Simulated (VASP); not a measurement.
Here is a VASP 6.6.1 calculation.

File INCAR:

```
  PREC = Accurate
  ENCUT = 520
  EDIFF = 1E-6
  ISMEAR = 0
  SIGMA = 0.05
  LREAL = Auto
  LASPH = True
  NELM = 60
  ALGO = Normal
  ISIF = 2
  LWAVE = False
  LCHARG = False
  LDIPOL = True
  IDIPOL = 3
  DIPOL = 0.5 0.5 0.449
  GGA = PE
  IVDW = 12
  NBANDS = 125
```

File KPOINTS:

```
regular mesh
0
Gamma
  3 3 1
```

File POSCAR:

```
Ti4H2O9
1.0
    5.9085268334      0.0000000000      0.0000000000
    0.0000000000      6.5169368715      0.0000000000
    0.0000000000      0.0000000000     26.0383098201
O Ti H
18 8 4
Direct
    0.0000000000      0.0000000000      0.3072396041
    0.5000000000      0.0000000000      0.3072396041
    0.2500000000      0.3043792196      0.3562000891
    0.7500000000      0.3043792196      0.3562000891
    0.2500000000      0.6956207804      0.3562000891
    0.7500000000      0.6956207804      0.3562000891
    0.0000000000      0.0000000000      0.4051605740
    0.5000000000      0.0000000000      0.4051605740
    0.0000000000      0.5000000000      0.4323809231
    0.5000000000      0.5000000000      0.4323809231
    0.2497119379      0.8090652333      0.4802669644
    0.7493113663      0.8088876655      0.4802022165
    0.2507638556      0.1930182984      0.4878587841
    0.7509275803      0.1929885140      0.4878511802
    0.0004952136      0.5209539669      0.5302845494
    0.4999305813      0.5212276243      0.5301866501
    0.0029847860     -0.0782332442      0.5631658906
    0.5046769688     -0.0762497864      0.5634807265
    0.0000000000      0.5000000000      0.3562000891
    0.5000000000      0.5000000000      0.3562000891
    0.2500000000      0.0000000000      0.3562000891
    0.7500000000      0.0000000000      0.3562000891
    0.0036757811     -0.0013633536      0.4766021051
    0.5037087894     -0.0012028437      0.4765419593
    0.2509082667      0.4985959818      0.4863290793
    0.7506407283      0.4983553178      0.4866064937
    0.8534861966     -0.0409686705      0.5765246197
    0.3571262214     -0.0358365720      0.5773463349
    0.9975590195      0.7692273000      0.5588058251
    0.4963205798      0.7713979715      0.5593962275
```

Potentials or basis: VASP PAW PBE potentials, release 64 (O, Ti_sv, H).

The run is started by

```sh
$ cat potpaw_PBE.64/O/POTCAR potpaw_PBE.64/Ti_sv/POTCAR potpaw_PBE.64/H/POTCAR > POTCAR
$ mpirun -np 1 vasp_std > vasp.out
```

**Question.** Estimate the band gap on the k mesh.

**Answer.** 1.58 eV.

**Question.** Predict the dispersion energy per atom.

**Answer.** -0.152 eV.

**Question.** Estimate the largest force.

**Answer.** 4.525 eV/Å.

Forces in eV/Å, atoms in the order of the input:
```
O    0.001  0.007  2.175
O    0.001  0.007  2.176
O    0.000  1.309 -0.867
O   -0.004  1.310 -0.867
O    0.001 -1.319 -0.876
O   -0.003 -1.320 -0.877
O    0.004  0.216  1.698
O    0.003  0.224  1.690
O   -0.007 -0.208 -1.655
O   -0.002 -0.216 -1.657
O    0.010 -0.044  0.011
O    0.008 -0.042  0.013
O    0.008  0.019  0.007
O    0.003  0.024  0.011
O   -0.020  0.034  0.060
O    0.015  0.032  0.113
O    0.079  0.061  0.005
O    0.060  0.054  0.000
Ti  -0.002  0.020  3.931
Ti   0.004  0.020  3.921
Ti  -0.005 -0.026 -4.524
Ti   0.010 -0.027 -4.524
Ti  -0.008  0.031  0.034
Ti  -0.011  0.024  0.023
Ti  -0.036 -0.033 -0.003
Ti   0.026 -0.011 -0.023
H   -0.099  0.052  0.030
H   -0.088  0.026  0.013
H    0.031 -0.108 -0.015
H    0.022 -0.114 -0.023
```
